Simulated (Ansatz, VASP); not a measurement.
# Si2Te4S in VASP and in Ansatz

```xyz
7
Lattice="3.8046 -0.0023 0.0069 -1.9043 3.3792 -0.0115 0.0257 -0.0343 14.4204" Properties=species:S:1:pos:R:3 pbc="T T T"
Si   -0.0046   -0.0287    3.7884
Si    3.8781    0.0007   10.5872
Te    1.8848    1.1116    5.2832
Te   -0.0493    2.2738    1.9691
Te    1.8993    1.0394   12.4973
Te    0.0313    2.2238    9.1487
S     0.0683   -0.0062   14.4054
```

Change from the starting cell: cell x1, atoms moved at random (sigma 0.05 Å) and cell strained at random (1.5 %), then relaxed without symmetry.

Alike in both runs: task relaxation of cell and atoms; functional PBE; k mesh 6 × 6 × 2; occupations gaussian, width 0.2 eV; no spin polarisation.

|  | VASP | Ansatz |
| --- | --- | --- |
| version | VASP 6.6.1 | Ansatz 0.2.0 |
| potentials or method | VASP PAW PBE potentials, release 64 (Si, Te, S), cutoff 600 eV | scalar-relativistic, plane waves, PAW |
| valence electrons in the cell | 38 | 78 |

```tsv
	VASP	Ansatz	Ansatz less VASP
gap on the k mesh at the Fermi level, each at its own relaxed structure (eV)	none	none	-
relaxed volume (Å³/atom)	27.89	27.00	-0.892
relaxed length of the cell vector where the two differ most in proportion (Å)	15.092	14.331	-0.7615
```

A gap of «none» marks a metal or a gap that the smearing closes. One of these differences is far larger than is usual between the two programs; its cause wasn't traced. VASP's potentials hold 38 valence electrons a cell and Ansatz's 78, so a difference there can come from the potentials and not from the codes.

Neither program's run includes spin-orbit coupling.
